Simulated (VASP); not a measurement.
Here is a VASP 6.6.1 calculation.

The input INCAR:

```
  PREC = Accurate
  ENCUT = 500
  EDIFF = 1E-6
  ISMEAR = 0
  SIGMA = 0.01
  LREAL = F
  LASPH = T
  NELM = 120
  ALGO = Normal
  ISIF = 2
  LWAVE = F
  LCHARG = F
  GGA = PE
  NBANDS = 16
  GGA_COMPAT = F
```

The input KPOINTS:

```
regular mesh
0
Gamma
  4 4 4
```

POSCAR

```
InP
1.0
    0.0000000000      2.9670733100      2.9670733100
    2.9670733100      0.0000000000      2.9670733100
    2.9670733100      2.9670733100      0.0000000000
In P
1 1
Direct
    0.0000000000      0.0000000000      0.0000000000
    0.2500000000      0.2500000000      0.2500000000
```

Potentials or basis: VASP PAW PBE potentials, release 64 (In_d, P).

Run with:

```bash
$ cat potpaw_PBE.64/In_d/POTCAR potpaw_PBE.64/P/POTCAR > POTCAR
$ mpirun -np 1 vasp_std > vasp.out
```

**Question.** What does it give for the pressure?

**Answer.** 0.9 GPa.

**Question.** What does it give for the band gap on the k mesh?

**Answer.** 0.49 eV, direct.

Caveat: the k points lie up to 0.46 Å⁻¹ apart; spin-orbit coupling is left out, which moves the levels of the heavy elements. PBE gaps usually lie below the measured ones, often by a third to a half.
